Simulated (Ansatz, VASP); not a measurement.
BiAs in VASP and in Ansatz

Contents of INCAR:

```
PREC = Accurate ; ENCUT = 520
EDIFF = 1E-6 ; ISMEAR = 0
SIGMA = 0.2 ; LREAL = False
LASPH = True ; NELM = 100
ALGO = Normal ; ISIF = 2
LWAVE = False ; LCHARG = True
GGA = PE ; LELF = True
LVHAR = True ; NBANDS = 17
```

Contents of KPOINTS:

```
Automatic mesh
0
Gamma
  10 10 10
```

Contents of POSCAR:

```
BiAs
1.0
    0.0000000000      3.3528526672      3.3528526672
    3.3528526672      0.0000000000      3.3528526672
    3.3528526672      3.3528526672      0.0000000000
Bi As
1 1
Direct
    0.0000000000      0.0000000000      0.0000000000
    0.2500000000      0.2500000000      0.2500000000
```

Input for Ansatz:

```yaml
crystal:
  lattice:
    - [0.0, 3.3528526672, 3.3528526672]
    - [3.3528526672, 0.0, 3.3528526672]
    - [3.3528526672, 3.3528526672, 0.0]
  atoms:
    - { symbol: Bi, position: [0.0, 0.0, 0.0] }
    - { symbol: As, position: [0.25, 0.25, 0.25] }
kpoints:
  mp_grid: { grid: [10, 10, 10] }
scf:
  occupations: { method: gaussian, width: 0.2 }
hamiltonian:
  xc: pbe
  pseudopotentials: { kind: all_electron, lapw: { basis_error: 0.001 } }
output:
  forces: true
  stress: true
  eigenvalues: true
```

Alike in both runs: task single point; functional PBE; k mesh 10 × 10 × 10; occupations gaussian, width 0.2 eV; no spin polarisation.

|  | VASP | Ansatz |
| --- | --- | --- |
| version | VASP 6.6.1 | Ansatz 0.2.0 |
| potentials or method | VASP PAW PBE potentials, release 64 (Bi_d, As), cutoff 520 eV | all-electron LAPW, scalar-relativistic |

|  | VASP | Ansatz | Ansatz less VASP |
| --- | --- | --- | --- |
| pressure (GPa) | 0.0 | 0.0 | +0.02 |

Ansatz ran all-electron here, and VASP with PAW potentials.

Neither program's run includes spin-orbit coupling.
